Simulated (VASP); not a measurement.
A run of VASP 6.6.1 is set up as follows.

The input POSCAR:

```
LiCl
1.0
    2.4776068444      2.4776068444      0.0000000000
   -2.4776068444      2.4776068444      0.0000000000
    0.0000000000      2.4776068444      2.4776068444
Li Cl
1 1
Direct
    0.0000000000      0.0000000000      0.0000000000
    0.5000000000      0.5000000000      0.0000000000
```

The input INCAR.step1:

```
PREC = Accurate ; ENCUT = 520
ISMEAR = 0 ; SIGMA = 0.01
LREAL = F ; LASPH = T
NELM = 100 ; NBANDS = 12
GGA = PE ; ALGO = Normal
EDIFF = 1E-4 ; LWAVE = T
LCHARG = F
```

Contents of INCAR.step2:

```
PREC = Accurate ; ENCUT = 520
EDIFF = 1E-6 ; ISMEAR = 0
SIGMA = 0.01 ; LREAL = F
LASPH = T ; NELM = 100
ALGO = Normal ; ISIF = 2
LWAVE = F ; LCHARG = F
METAGGA = R2SCAN ; LMIXTAU = T
NBANDS = 12 ; ISTART = 1
```

Contents of KPOINTS:

```
Automatic mesh
0
Gamma
  8 8 8
```

Potentials or basis: VASP PAW PBE potentials, release 64 (Li_sv, Cl).

Run with:

```bash
$ cat potpaw_PBE.64/Li_sv/POTCAR potpaw_PBE.64/Cl/POTCAR > POTCAR
$ cp INCAR.step1 INCAR
$ mpirun -np 1 vasp_std > vasp.out
$ cp INCAR.step2 INCAR
$ mpirun -np 1 vasp_std > vasp.out
```

(1) What does it give for the band gap on the k mesh?

Answers

(1) 7.66 eV (least direct gap 7.98 eV).
